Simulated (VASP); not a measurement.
Write the native input for VASP 6.6.1 that does the following.

```
Task                   : single point
Functional             : PBE
Potentials or basis    : VASP PAW PBE potentials, release 64 (Pb_d, S)
Cutoff                 : 520 eV
k mesh                 : 8 × 8 × 8
Occupations            : gaussian, width 0.01 eV
Spin                   : no spin polarisation
Dipole correction      : no
Further INCAR settings : ALGO = Normal; EDIFF = 1e-07; NBANDS = 17
```

The structure of PbS (Galena) lies in POSCAR:

```
PbS
1.0
    4.1942040000      0.0000000000      0.0000000000
    2.0971020000      3.6322872127      0.0000000000
    2.0971020000      1.2107624042      3.4245532257
Pb S
1 1
Direct
    0.0000000000      0.0000000000      0.0000000000
    0.5000000000      0.5000000000      0.5000000000
```

These files were run (other wordings do the same):

INCAR

```
SYSTEM = PbS
  PREC = Accurate
  ENCUT = 520
  EDIFF = 1E-7
  ISMEAR = 0
  SIGMA = 0.01
  LREAL = .FALSE.
  LASPH = .TRUE.
  NELM = 60
  ALGO = Normal
  ISIF = 2
  LWAVE = .FALSE.
  LCHARG = .FALSE.
  GGA = PE
  NBANDS = 17
```

KPOINTS

```
regular mesh
0
G
  8 8 8
  0 0 0
```

Potentials or basis: VASP PAW PBE potentials, release 64 (Pb_d, S).

Run with:

```bash
$ cat potpaw_PBE.64/Pb_d/POTCAR potpaw_PBE.64/S/POTCAR > POTCAR
$ mpirun -np 1 vasp_std > vasp.out
```

Results of the run:

| Item | Value |
| --- | --- |
| Pressure | 2.2 GPa |
| Band gap on the k mesh | 0.36 eV, direct |

Caveat: spin-orbit coupling is left out, which moves the levels of the heavy elements.

Wall time 11 s on 1 thread of AMD EPYC 9R45 96-Core Processor (Zen 5), with other jobs on the host, peak memory 0.15 GiB.
